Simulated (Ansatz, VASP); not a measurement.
## TiAl in VASP and in Ansatz

```
CELL_PARAMETERS angstrom
3.17906 0.00000 0.00000
0.00000 3.17906 0.00000
0.00000 0.00000 3.17906
ATOMIC_POSITIONS crystal
Ti 0.00000 0.00000 0.00000
Al 0.50000 0.50000 0.50000
```

Alike in both runs: functional LDA; k mesh 5 × 5 × 5; occupations fermi-dirac, width 0.05 eV; no spin polarisation.

|  | VASP | Ansatz |
| --- | --- | --- |
| version | VASP 6.6.1 | Ansatz 0.2.0 |
| potentials or method | VASP PAW LDA potentials, release 64 (Ti_sv, Al) | Ansatz PAW |
| plane-wave cutoff (eV) | 520 | 420 |
| valence electrons in the cell | 15 | 15 |
| task | single point | band structure |

|  | VASP | Ansatz | Ansatz less VASP |
| --- | --- | --- | --- |
| gap on the k mesh at the Fermi level (eV) | none | none | - |
| pressure (GPa) | -5.6 | -5.7 | -0.15 |

LDA's correlation is that of Perdew and Zunger in VASP and of Perdew and Wang (1992) in Ansatz. A gap of «none» marks a metal or a gap that the smearing closes.

The k mesh is coarse, so the values compare programs but aren't converged.
